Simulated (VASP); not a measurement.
Here is a VASP 6.6.1 calculation.

The input INCAR:

```
SYSTEM = TiN
PREC = Accurate
ENCUT = 520
EDIFF = 1E-6
ISMEAR = 0
SIGMA = 0.1
LREAL = .False.
LASPH = .True.
NELM = 80
ALGO = Normal
ISIF = 2
LWAVE = .False.
LCHARG = .True.
LDIPOL = .True.
IDIPOL = 3
DIPOL = 0.5 0.5 0.500
GGA = PE
LELF = .True.
LVHAR = .True.
LVACPOTAV = .True.
NBANDS = 34
```

File KPOINTS:

```
Automatic mesh
0
Gamma
  12 12 1
  0 0 0
```

The input POSCAR:

```
TiN
1.0
    3.0028920880      0.0000000000      0.0000000000
   -1.5014460440      2.6005808330      0.0000000000
    0.0000000000      0.0000000000     21.1296278069
N Ti
3 3
Direct
    0.3333333333      0.6666666667      0.3651076779
    0.0000000000      0.0000000000      0.4746126849
    0.6666666667      0.3333333333      0.5886537051
    0.6666666667      0.3333333333      0.4015301978
    0.3333333333      0.6666666667      0.5284133995
    0.0000000000      0.0000000000      0.6416823348
```

Potentials or basis: VASP PAW PBE potentials, release 64 (N, Ti_sv).

Command:

```bash
$ cat potpaw_PBE.64/N/POTCAR potpaw_PBE.64/Ti_sv/POTCAR > POTCAR
$ mpirun -np 1 vasp_std > vasp.out
```

Problem. Predict the largest force.

Solution. 0.059 eV/Å.

Forces on the atoms (eV/Å):
```
N    0.000  0.000 -0.059
N    0.000  0.000 -0.026
N    0.000  0.000  0.009
Ti   0.000  0.000  0.053
Ti   0.000  0.000 -0.003
Ti   0.000  0.000  0.026
```
